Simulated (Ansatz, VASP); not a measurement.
# One calculation of SiNi3, two programs

```
Ni Si
1.0
     3.49413    0.00000    0.00000
     0.00000    3.49413    0.00000
     0.00000    0.00000    3.49413
Ni Si
3 1
Cartesian
  1.7471 1.7471 0.0000
  1.7471 0.0000 1.7471
  0.0000 1.7471 1.7471
  0.0000 0.0000 0.0000
```

Alike in both runs: task single point; functional r2SCAN; k mesh 8 × 8 × 8; occupations fermi-dirac, width 0.05 eV; collinear spin.

|  | VASP | Ansatz |
| --- | --- | --- |
| version | VASP 6.6.1 | Ansatz 0.2.0 |
| potentials or method | VASP PAW PBE potentials, release 64 (Ni, Si) | Ansatz PAW |
| plane-wave cutoff (eV) | 520 | 500 |
| valence electrons in the cell | 34 | 58 |

Ansatz gave:

| Quantity | Value |
| --- | --- |
| gap on the k mesh at the Fermi level (eV) | none |
| pressure (GPa) | -5.7 |
| net moment per atom (μB) | 0.03 |
| size of the moment on the site where the two differ most (μB) | 0.06 |

**Question.** Estimate VASP's values.

**Answer.** gap on the k mesh at the Fermi level (eV): none; pressure (GPa): -5.3; net moment per atom (μB): 0.00; size of the moment on the site where the two differ most (μB): 0.00.

VASP's potentials were made for PBE, not for r2SCAN. Site moments also hang on the region over which each program counts them. A gap of «none» marks a metal or a gap that the smearing closes. VASP's potentials hold 34 valence electrons a cell and Ansatz's 58, so a difference there can come from the potentials and not from the codes.

Noted on Ansatz's run: the magnetic or orbital state may not be the lowest.
